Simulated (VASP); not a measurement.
Here is a VASP 6.6.1 calculation.

The input INCAR:

```
ALGO = Normal ; EDIFF = 1E-6
ENCUT = 520 ; GGA = PE
ISIF = 2 ; ISMEAR = 0
LASPH = True ; LCHARG = False
LREAL = False ; LWAVE = False
NBANDS = 15 ; NELM = 60
PREC = Accurate ; SIGMA = 0.01
```

Contents of KPOINTS:

```
k-points
0
Gamma
  4 4 4
```

Contents of POSCAR:

```
BaS
1.0
    0.0000000000      3.5194117709      3.5194117709
    3.5194117709      0.0000000000      3.5194117709
    3.5194117709      3.5194117709      0.0000000000
Ba S
1 1
Direct
    0.0000000000      0.0000000000      0.0000000000
    0.2500000000      0.2500000000      0.2500000000
```

Potentials or basis: VASP PAW PBE potentials, release 64 (Ba_sv, S).

Launch:

```console
$ cat potpaw_PBE.64/Ba_sv/POTCAR potpaw_PBE.64/S/POTCAR > POTCAR
$ mpirun -np 1 vasp_std > vasp.out
```

(1) Predict the pressure.

(2) What does it give for the band gap on the k mesh?

Answers

(1) 0.4 GPa.

(2) 2.76 eV, indirect (least direct gap 3.41 eV).

Caveat: spin-orbit coupling is left out, which moves the levels of the heavy elements.
